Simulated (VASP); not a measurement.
Set up this calculation in VASP 6.6.1, as the native input.

* Task: single point
* Functional: LDA
* Potentials or basis: VASP PAW LDA potentials, release 64 (Cd, Te)
* Cutoff: 520 eV
* k mesh: 6 × 6 × 6
* Occupations: gaussian, width 0.01 eV
* Spin: no spin polarisation
* Dipole correction: no
* Further INCAR settings: ALGO = Normal; EDIFF = 1e-06; NBANDS = 16

The structure of CdTe lies in POSCAR:

```
CdTe
1.0
    3.1729500000      3.1729500000      0.0000000000
   -3.1729500000      3.1729500000      0.0000000000
    0.0000000000      3.1729500000      3.2494614741
Cd Te
1 1
Direct
    0.0000000000      0.0000000000      0.0000000000
    0.7500000000      0.2500000000      0.5000000000
```

This cell differs from its parent crystal: in-plane strain -0.01, then relaxed in part.

The input as run:

INCAR

```
ALGO     = Normal         # electronic algorithm
EDIFF    = 1E-6           # SCF threshold, eV
ENCUT    = 520            # plane-wave cutoff, eV
GGA      = CA             # functional
ISIF     = 2              # what is computed and relaxed
ISMEAR   = 0              # smearing method
LASPH    = T              # aspherical terms in the spheres
LCHARG   = F              # write CHGCAR
LREAL    = F              # projectors in reciprocal space
LWAVE    = F              # write WAVECAR
NBANDS   = 16             # bands
NELM     = 80             # most SCF steps
PREC     = Accurate       # precision mode
SIGMA    = 0.01           # smearing width, eV
```

KPOINTS

```
k-points
0
Gamma
  6 6 6
```

Potentials or basis: VASP PAW LDA potentials, release 64 (Cd, Te).

Run with:

```bash
$ cat potpaw_LDA.64/Cd/POTCAR potpaw_LDA.64/Te/POTCAR > POTCAR
$ mpirun -np 1 vasp_std > vasp.out
```

Results of the run:

```yaml
Pressure: 0.6 GPa
Band_gap_on_the_k_mesh: 0.64 eV, direct
```

Caveat: the cell differs from its parent crystal (in-plane strain -0.01, then relaxed in part); spin-orbit coupling is left out, which moves the levels of the heavy elements.

Run time: 19 s on 1 thread of Intel Xeon 6975P-C, on a shared host, peak memory 0.19 GiB.
